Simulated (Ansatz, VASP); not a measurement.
**Zr2PbO: VASP beside Ansatz**

```xyz
8
Lattice="4.2901 0.0000 0.0000 0.0000 4.2901 0.0000 0.0000 0.0000 8.3404" Properties=species:S:1:pos:R:3 pbc="T T T"
Zr    0.0000    0.0000    0.0000
Zr    2.1450    2.1450    0.0000
Zr    0.0000    2.1450    5.5134
Zr    2.1450    0.0000    2.8270
Pb    0.0000    2.1450    2.5380
Pb    2.1450    0.0000    5.8024
O     0.0000    2.1450    7.7684
O     2.1450    0.0000    0.5719
```

Change from the starting cell: species swapped into the Ce2BiN type (P4/nmm, No. 129).

Alike in both runs: functional PBE; k mesh 4 × 4 × 2; occupations gaussian, width 0.1 eV; no spin polarisation.

Ansatz relaxed the structure, and its values are those at the end. VASP's run is a single point on that final structure, the one shown.

|  | VASP | Ansatz |
| --- | --- | --- |
| version | VASP 6.6.1 | Ansatz 0.2.0 |
| potentials or method | VASP PAW PBE potentials, release 64 (Zr_sv, Pb_d, O), cutoff 520 eV | scalar-relativistic, plane waves, PAW |
| valence electrons in the cell | 88 | 88 |

```csv
,VASP,Ansatz,Ansatz less VASP
gap on the k mesh at the Fermi level (eV),none,none,-
pressure (GPa),0.3,0.3,-0.09
rms of the force components (eV/Å),0.009,0.007,-0.0025
```

A gap of «none» marks a metal or a gap that the smearing closes. The functional is the same, so the differences come from potentials, cutoffs and numerics.

The k mesh is coarse, so the values compare programs but aren't converged. Neither program's run includes spin-orbit coupling.
